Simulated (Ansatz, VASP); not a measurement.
# One calculation of HgTe, two programs

```
Hg Te
1.0
     0.00000    3.24168    3.32480
     3.24168    0.00000    3.32480
     3.24168    3.24168    0.00000
Hg Te
1 1
Direct
  0.00000 0.00000 0.00000
  0.75000 0.75000 0.75000
```

Change from the starting cell: strain -0.025 along x and y, +0.000 along z, atoms carried along.

Alike in both runs: task single point; functional PBE; k mesh 16 × 16 × 16; occupations gaussian, width 0.15 eV; no spin polarisation.

```csv
,VASP,Ansatz
version,VASP 6.6.1,Ansatz 0.2.0
potentials or method,"VASP PAW PBE potentials, release 64 (Hg, Te), cutoff 520 eV","scalar-relativistic, plane waves, PAW"
valence electrons in the cell,18,36
```

|  | VASP | Ansatz | Ansatz less VASP |
| --- | --- | --- | --- |
| gap on the k mesh at the Fermi level (eV) | none | none | - |
| pressure (GPa) | 2.0 | 2.0 | -0.05 |
| traceless stress, the component that is largest in VASP (GPa) | -0.24 | -0.24 | 0.000 |

A gap of «none» marks a metal or a gap that the smearing closes. VASP's potentials hold 18 valence electrons a cell and Ansatz's 36, so a difference there can come from the potentials and not from the codes.

Neither program's run includes spin-orbit coupling.
